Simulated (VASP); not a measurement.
A run of VASP 6.6.1:

INCAR

```
SYSTEM = Ta3P4
ALGO = Normal
EDIFF = 1E-7
ENCUT = 520
GGA = PE
ISIF = 2
ISMEAR = 0
LASPH = .TRUE.
LCHARG = .FALSE.
LREAL = .FALSE.
LWAVE = .FALSE.
NBANDS = 36
NELM = 60
PREC = Accurate
SIGMA = 0.1
```

File KPOINTS:

```
k-points
0
G
  6 6 2
  0 0 0
```

The input POSCAR:

```
Ta3P4
1.0
    3.6062445800      0.0000000000      0.0000000000
    0.0000000000      3.6062445800      0.0000000000
    0.0000000000      0.0000000000     10.2000000000
Ta P
3 4
Direct
    0.0000000000      0.0000000000      0.7500000000
    0.5000000000      0.5000000000      0.5000000000
    0.0000000000      0.0000000000      0.2500000000
    0.0000000000      0.0000000000      0.5000000000
    0.5000000000      0.5000000000      0.2500000000
    0.0000000000      0.0000000000      0.0000000000
    0.5000000000      0.5000000000      0.7500000000
```

Potentials or basis: VASP PAW PBE potentials, release 64 (Ta_pv, P).

Run with:

```console
$ cat potpaw_PBE.64/Ta_pv/POTCAR potpaw_PBE.64/P/POTCAR > POTCAR
$ mpirun -np 1 vasp_std > vasp.out
```

Hardware: 1 thread of Intel(R) Xeon(R) 6975P-C (Granite Rapids), with other jobs on the host.

Task: How long does it take, and how much memory?

Result: Run time: 86 s on 1 thread of Intel(R) Xeon(R) 6975P-C (Granite Rapids) (shared host), peak memory 0.27 GiB. Counts: scf iterations 18, k points 20.
